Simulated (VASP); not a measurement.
# Cu (Pm-3m) in VASP: further runs

Runs on Cu. Level: PBEsol. Tasks: single point.

Everything below comes from runs of VASP 6.6.1. Logs are shortened: lines on timing, memory, paths and dates and some standing lists are left out, and cuts for length are marked.

### Step 1. The cell of the first run

The structure is cubic, space group Pm-3m (No. 221). Conventional cell: a = 2.360 Å, b = 2.360 Å, c = 2.360 Å, α = 90.00°, β = 90.00°, γ = 90.00°. Within 3.1 Å of Cu (site symmetry m-3m) lie 6 Cu at 2.36 Å.

### Step 2. Single point, PBEsol

INCAR reads:

```
PREC = Accurate ; ENCUT = 520
EDIFF = 1E-7 ; ISMEAR = -1
SIGMA = 0.08 ; LREAL = F
LASPH = T ; NELM = 100
ALGO = Normal ; ISIF = 2
LWAVE = F ; LCHARG = T
GGA = PS ; LELF = T
LVHAR = T ; NBANDS = 12
```

KPOINTS reads:

```
regular mesh
0
Gamma
  18 18 18
```

POSCAR reads:

```
Cu
1.0
    2.3596196690      0.0000000000      0.0000000000
    0.0000000000      2.3596196690      0.0000000000
    0.0000000000      0.0000000000      2.3596196690
Cu
1
Direct
    0.0000000000      0.0000000000      0.0000000000
```

Potentials or basis: VASP PAW PBE potentials, release 64 (Cu).

On the command line:

```sh
$ cat potpaw_PBE.64/Cu/POTCAR > POTCAR
$ mpirun -np 1 vasp_std > vasp.out
```

OUTCAR:

```text
PREC = Accurate
   ENCUT = 520
   EDIFF = 1E-7
   ISMEAR = -1
   LREAL = F
   LASPH = T
   NELM = 100
   ISIF = 2
   GGA = PS

 ion  position               nearest neighbor table
   1  0.000  0.000  0.000-

  LATTYP: Found a simple cubic cell.
 ALAT       =     2.3596196690

  Lattice vectors:

 A1 = (   2.3596196690,   0.0000000000,   0.0000000000)
 A2 = (   0.0000000000,   2.3596196690,   0.0000000000)
 A3 = (   0.0000000000,   0.0000000000,   2.3596196690)

Analysis of symmetry for initial positions (statically):
=====================================================================
 Subroutine PRICEL returns:
 Original cell was already a primitive cell.

 Routine SETGRP: Setting up the symmetry group for a
 simple cubic supercell.

 Subroutine GETGRP returns: Found 48 space group operations
 (whereof 48 operations were pure point group operations)
 out of a pool of 48 trial point group operations.

The static configuration has the point symmetry O_h .

Analysis of symmetry for dynamics (positions and initial velocities):
=====================================================================
 Subroutine PRICEL returns:
 Original cell was already a primitive cell.

 Routine SETGRP: Setting up the symmetry group for a
 simple cubic supercell.

 Subroutine GETGRP returns: Found 48 space group operations
 (whereof 48 operations were pure point group operations)
 out of a pool of 48 trial point group operations.

The dynamic configuration has the point symmetry O_h .

 Subroutine INISYM returns: Found 48 space group operations
 (whereof 48 operations are pure point group operations),
 and found     1 'primitive' translations

----------------------------------------------------------------------------------------

                                     Primitive cell

  volume of cell :      13.1379

  direct lattice vectors                    reciprocal lattice vectors
     2.359619669  0.000000000  0.000000000     0.423797112  0.000000000  0.000000000
     0.000000000  2.359619669  0.000000000     0.000000000  0.423797112  0.000000000
     0.000000000  0.000000000  2.359619669     0.000000000  0.000000000  0.423797112

  length of vectors
     2.359619669  2.359619669  2.359619669     0.423797112  0.423797112  0.423797112

  position of ions in fractional coordinates (direct lattice)
     0.000000000  0.000000000  0.000000000

  ion indices of the primitive-cell ions
   primitive index   ion index
                 1           1

----------------------------------------------------------------------------------------

 KPOINTS: regular mesh

Automatic generation of k-mesh.
 Grid dimensions read from file:
 generate k-points for:   18   18   18

 Generating k-lattice:

  Cartesian coordinates                     Fractional coordinates (reciprocal lattice)
     0.023544284  0.000000000  0.000000000     0.055555556  0.000000000  0.000000000
     0.000000000  0.023544284  0.000000000     0.000000000  0.055555556  0.000000000
     0.000000000  0.000000000  0.023544284     0.000000000  0.000000000  0.055555556

  Length of vectors
     0.023544284  0.023544284  0.023544284

  Shift w.r.t. Gamma in fractional coordinates (k-lattice)
     0.000000000  0.000000000  0.000000000

 Subroutine IBZKPT returns following result:
 ===========================================

 Found    220 irreducible k-points:

 Following reciprocal coordinates:
            Coordinates               Weight
  0.000000  0.000000  0.000000      1.000000
  0.055556  0.000000  0.000000      6.000000
  0.111111  0.000000  0.000000      6.000000
  0.166667  0.000000  0.000000      6.000000
  0.222222  0.000000  0.000000      6.000000
  0.277778  0.000000  0.000000      6.000000
[... 16 lines left out ...]
  0.277778  0.111111  0.000000     24.000000
  0.333333  0.111111  0.000000     24.000000
 [... further k-points ...]
   k-points           NKPTS =    220   k-points in BZ     NKDIM =    220   number of bands    NBANDS=     12
   number of dos      NEDOS =    301   number of ions     NIONS =      1
   total plane-waves  NPLWV =   5832
   dimension x,y,z NGX =    18 NGY =   18 NGZ =   18
   dimension x,y,z NGXF=    36 NGYF=   36 NGZF=   36
   ions per type =               1
   NGX,Y,Z   is equivalent  to a cutoff of  12.68, 12.68, 12.68 a.u.
   NGXF,Y,Z  is equivalent  to a cutoff of  25.36, 25.36, 25.36 a.u.
 SYSTEM =  unknown system
   PREC   = accura    normal or accurate (medium, high low for compatibility)
   ISTART =      0    job   : 0-new  1-cont  2-samecut
   ICHARG =      2    charge: 1-file 2-atom 10-const
   ISPIN  =      1    spin polarized calculation?
   LNONCOLLINEAR =      F non collinear calculations
   LSORBIT =      F    spin-orbit coupling
   LASPH  =      T    aspherical Exc in radial PAW
   ENCUT  =  520.0 eV  38.22 Ry    6.18 a.u.   4.39  4.39  4.39*2*pi/ulx,y,z
   NELM   =    100;   NELMIN=  2; NELMDL= -5     # of ELM steps
   EDIFF  = 0.1E-06   stopping-criterion for ELM
   LREAL  =      F    real-space projection
   EDIFFG = 0.1E-05   stopping-criterion for IOM
   NSW    =      0    number of steps for IOM
   IBRION =     -1    ionic relax: 0-MD 1-quasi-New 2-CG
   NFREE  =      0    steps in history (QN), initial steepest desc. (CG)
   ISIF   =      2    stress and relaxation
   ISYM   =      2    0-nonsym 1-usesym 2-fastsym
   POTIM  = 0.5000    time-step for ionic-motion
   TEBEG  =    0.0;   TEEND  =   0.0 temperature during run
   PSTRESS=    0.0 pullay stress
   NELECT =      11.0000    total number of electrons
   NUPDOWN=      -1.0000    fix difference up-down
   EMIN   =  10.00;   EMAX   =-10.00  energy-range for DOS
   EFERMI =   0.00;   METHOD = LEGACY
   ISMEAR =    -1;   SIGMA  =   0.08  broadening in eV -4-tet -1-fermi 0-gaus
   EFERMI_NEDOS =   21; number of points for ismear=-14 and -15
   IALGO  =     38    algorithm
   IMIX   =      4    mixing-type and parameters
     AMIX     =   0.40;   BMIX     =  1.00
     AMIX_MAG =   1.60;   BMIX_MAG =  1.00
  volume/ion in A,a.u.               =      13.14        88.66
  Fermi-wavevector in a.u.,A,eV,Ry     =   1.542992  2.915832 32.393088  2.380825
  Thomas-Fermi vector in A             =   2.648718
   LORBIT       =      0    0 simple, 1 ext, 2 COOP (PROOUT), +10 PAW based schemes
   GGA     = PS    functional components
   LHFCALC =     F    Hartree Fock is set to
   AEXX    =    0.0000 exact exchange contribution
   IVDW    =     0    specifies the selected vdW correction
   LEPSILON=     F    determine dielectric tensor
   LRPA    =     F    only Hartree local field effects (RPA)
 non-spin polarized calculation
  energy-cutoff  :      520.00
  volume of cell :       13.14
 maximum number of plane-waves:       365
 NGX is ok and might be reduce to    18
   NGX =  9   NGY =  9   NGZ =  9

 number of electron      11.0000026 magnetization

 Free energy of the ion-electron system (eV)
  ---------------------------------------------------
  ext. energy  EPLUGINS =         0.00000000
  ---------------------------------------------------
  free energy    TOTEN  =        -3.78895803 eV

  energy without entropy =       -3.78360013  energy(sigma->0) =       -3.78627908

 E-fermi :   5.9796     XC(G=0): -12.2171

 val. band max:        5.9407942683   @ k =   0.3333   0.2778   0.2222
 cond. band min:       6.0161157567   @ k =   0.3889   0.2778   0.1111
 fundamental gap:      0.0753214884
 Fermi energy:         5.9796025965

 k-point     1 :       0.0000    0.0000    0.0000
  band No.  band energies     occupation
      1      -2.4102      2.00000
      2       1.9776      2.00000
      3       1.9776      2.00000
      4       4.7031      2.00000
      5       4.7031      2.00000
      6       4.7031      2.00000
      7      24.1449      0.00000
      8      24.1449      0.00000
      9      24.1449      0.00000
     10      27.6454      0.00000
     11      27.6454      0.00000
     12      31.7215      0.00000

 k-point     2 :       0.0556    0.0000    0.0000
  band No.  band energies     occupation
      1      -2.3225      2.00000
      2       1.9879      2.00000
      3       2.0115      2.00000
      4       4.6758      2.00000
      5       4.6758      2.00000
      6       4.7053      2.00000
      7      22.8128      0.00000
      8      24.2595      0.00000
      9      24.2595      0.00000
     10      27.6805      0.00000
     11      28.6434      0.00000
     12      32.2203      0.00000

 k-point     3 :       0.1111    0.0000    0.0000
  band No.  band energies     occupation
      1      -2.0624      2.00000
      2       2.0175      2.00000
      3       2.1115      2.00000
      4       4.5979      2.00000
      5       4.5979      2.00000
      6       4.7116      2.00000
      7      20.5401      0.00000
      8      24.5990      0.00000
      9      24.5990      0.00000
     10      27.7865      0.00000
     11      29.6660      0.00000
     12      33.9614      0.00000
[... 286 lines left out ...]
 k-point    23 :       0.2778    0.1111    0.0000
  band No.  band energies     occupation
      1      -0.0829      2.00000
      2       2.2879      2.00000
      3       2.8205      2.00000
      4       4.1379      2.00000
      5       4.2094      2.00000
      6       4.6499      2.00000
      7      14.1140      0.00000
      8      22.8203      0.00000
      9      27.2617      0.00000
     10      29.7121      0.00000
     11      32.9685      0.00000
     12      35.6947      0.00000

 k-point    24 :       0.3333    0.1111    0.0000
  band No.  band energies     occupation
      1       0.6116      2.00000
      2       2.3507      2.00000
      3       3.0601      2.00000
      4       4.0783      2.00000
      5       4.1547      2.00000
      6       4.6635      2.00000
      7      12.1412      0.00000
      8      23.7166      0.00000
      9      28.3312      0.00000
     10      30.1033      0.00000
     11      31.6176      0.00000
     12      35.7689      0.00000

 [... further k-points ...]
[... 5 lines left out ...]
  --------------------------------------------------------------------------------------
  -------------------------------------------------------------------------------------
  Total        0.0415864      0.0415864      0.0415864     -0.0000000     -0.0000000      0.0000000
  in kB        5.0714920      5.0714920      5.0714920     -0.0000000     -0.0000000      0.0000000
  external PRESSURE =       5.0714920 kB  Pullay stress =       0.0000000 kB

 VOLUME and BASIS-vectors are now :
 -----------------------------------------------------------------------------
  energy-cutoff  :      520.00
  volume of cell :       13.14
      direct lattice vectors                 reciprocal lattice vectors
     2.359619669  0.000000000  0.000000000     0.423797112  0.000000000  0.000000000
     0.000000000  2.359619669  0.000000000     0.000000000  0.423797112  0.000000000
     0.000000000  0.000000000  2.359619669     0.000000000  0.000000000  0.423797112

 POSITION                                       TOTAL-FORCE (eV/Angst)
 -----------------------------------------------------------------------------------
      0.00000      0.00000      0.00000         0.000000      0.000000      0.000000
 -----------------------------------------------------------------------------------
    total drift:                                0.000000      0.000000      0.000000

  FREE ENERGIE OF THE ION-ELECTRON SYSTEM (eV)
  ---------------------------------------------------
  free  energy   TOTEN  =        -3.7889580331 eV

  energy  without entropy=       -3.7836001300  energy(sigma->0) =       -3.78627908
```

It took 39 s on 1 thread of Intel Xeon 8259CL, shared host; peak memory 0.14 GiB.

What came out:

| Item | Value |
| --- | --- |
| Free energy | -3.7890 eV |
| Pressure | 0.5 GPa |

Caveat: the PAW data sets were made with another functional, which shifts forces and pressure a little.

(Part 1 of 2 ends here.)
